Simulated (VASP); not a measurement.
Set up this calculation in VASP 6.6.1, as the native input.

```yaml
Task: single point
Functional: r2SCAN
Potentials_or_basis: VASP PAW PBE potentials, release 64 (Li_sv, O)
Cutoff: 830 eV
k_mesh: 6 × 6 × 6
Occupations: gaussian, width 0.1 eV
Spin: no spin polarisation
Hubbard_terms: O p U = 1.3 eV
Dipole_correction: no
Further_INCAR_settings: ALGO = Normal; EDIFF = 1e-06; NBANDS = 13
```

Crystal: Li2O.

```xyz
3
Lattice="0.0000 2.3269 2.3269 2.3269 0.0000 2.3269 2.3269 2.3269 0.0000" Properties=species:S:1:pos:R:3 pbc="T T T"
Li    6.3802    4.7887    6.2034
Li    4.0534    2.4618    3.8765
O     2.8900    1.2984    2.7131
```

These files were run (other wordings do the same):

POSCAR

```
Li2O
1.0
    0.0000000000      2.3268543819      2.3268543819
    2.3268543819      0.0000000000      2.3268543819
    2.3268543819      2.3268543819      0.0000000000
Li O
2 1
Direct
    0.9910000000      1.6750000000      1.0670000000
    0.4910000000      1.1750000000      0.5670000000
    0.2410000000      0.9250000000      0.3170000000
```

INCAR.step1

```
SYSTEM = Li2O
  PREC = Accurate
  ENCUT = 830
  ISMEAR = 0
  SIGMA = 0.1
  LREAL = .FALSE.
  LASPH = .TRUE.
  NELM = 200
  LDAU = .TRUE.
  LDAUTYPE = 2
  LDAUL = -1 1
  LDAUU = 0 1.3
  LDAUJ = 0 0
  NBANDS = 13
  GGA = PE
  ALGO = Normal
  EDIFF = 1E-5
  LWAVE = .TRUE.
  LCHARG = .FALSE.
  GGA_COMPAT = .FALSE.
```

INCAR.step2

```
SYSTEM = Li2O
  PREC = Accurate
  ENCUT = 830
  EDIFF = 1E-6
  ISMEAR = 0
  SIGMA = 0.1
  LREAL = .FALSE.
  LASPH = .TRUE.
  NELM = 200
  ALGO = Normal
  ISIF = 2
  LWAVE = .FALSE.
  LCHARG = .FALSE.
  LDAU = .TRUE.
  LDAUTYPE = 2
  LDAUL = -1 1
  LDAUU = 0 1.3
  LDAUJ = 0 0
  LDAUPRINT = 1
  METAGGA = R2SCAN
  LMIXTAU = .TRUE.
  NBANDS = 13
  ISTART = 1
  GGA_COMPAT = .FALSE.
```

KPOINTS

```
Automatic mesh
0
G
  6 6 6
  0 0 0
```

Potentials or basis: VASP PAW PBE potentials, release 64 (Li_sv, O).

Run with:

```bash
$ cat potpaw_PBE.64/Li_sv/POTCAR potpaw_PBE.64/O/POTCAR > POTCAR
$ cp INCAR.step1 INCAR
$ mpirun -np 1 vasp_std > vasp.out
$ cp INCAR.step2 INCAR
$ mpirun -np 1 vasp_std > vasp.out
```

Results of the run:

- Pressure: -5.1 GPa
- Band gap on the k mesh: 5.66 eV (least direct gap 5.95 eV)

Caveat: the cell stands under tension; the PAW data sets were made with another functional, which shifts forces and pressure a little.

Run time: 110 s on 1 thread of Intel Xeon 8259CL (shared host), peak memory 0.15 GiB.
